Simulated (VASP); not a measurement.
Set up this calculation in VASP 6.6.1, as the native input.

* Task: single point
* Functional: LDA
* Potentials or basis: VASP PAW LDA potentials, release 64 (Cs_sv, Cl)
* Cutoff: 500 eV
* k mesh: 6 × 6 × 6
* Occupations: gaussian, width 0.01 eV
* Spin: non-collinear spin, zero start, spin-orbit coupling
* Starting moments: [[0.0, 0.0, 0.0], [0.0, 0.0, 0.0]] μB
* Dipole correction: no
* Further INCAR settings: ALGO = Normal; EDIFF = 1e-06; NBANDS = 28

The structure of CsCl lies in POSCAR:

```
CsCl
1.0
    3.9493810967      0.0000000000      0.0000000000
    0.0000000000      3.9493810967      0.0000000000
    0.0000000000      0.0000000000      3.9493810967
Cs Cl
1 1
Direct
    0.0000000000      0.0000000000      0.0000000000
    0.5000000000      0.5000000000      0.5000000000
```

These files were run (other wordings do the same):

INCAR

```
SYSTEM = CsCl
PREC     = Accurate       ! precision mode
ENCUT    = 500            ! plane-wave cutoff, eV
EDIFF    = 1E-6           ! SCF threshold, eV
ISMEAR   = 0              ! smearing method
SIGMA    = 0.01           ! smearing width, eV
LREAL    = .False.        ! projectors in reciprocal space
LASPH    = .True.         ! aspherical terms in the spheres
NELM     = 200            ! most SCF steps
ALGO     = Normal         ! electronic algorithm
ISIF     = 2              ! what is computed and relaxed
LWAVE    = .False.        ! write WAVECAR
LCHARG   = .False.        ! write CHGCAR
MAGMOM   = 0 0 0 0 0 0    ! initial moments
LORBIT   = 11             ! projections on sites
LSORBIT  = .True.         ! spin-orbit coupling
GGA_COMPAT= .False.      
LORBMOM  = .True.       
NBANDS   = 28             ! bands
```

KPOINTS

```
regular mesh
0
Gamma
  6 6 6
  0 0 0
```

Potentials or basis: VASP PAW LDA potentials, release 64 (Cs_sv, Cl).

Run with:

```bash
$ cat potpaw_LDA.64/Cs_sv/POTCAR potpaw_LDA.64/Cl/POTCAR > POTCAR
$ mpirun -np 1 vasp_ncl > vasp.out
```

It gave:

| Quantity | Value |
| --- | --- |
| Pressure | 0.5 GPa |
| Net moment | 0.00 μB per cell |
| Valence electrons inside the program's atomic spheres | Cs 6.56; Cl 5.12 |

Run time: 33 s on 1 thread of Intel(R) Xeon(R) 6975P-C (Granite Rapids) (shared host), peak memory 0.25 GiB.
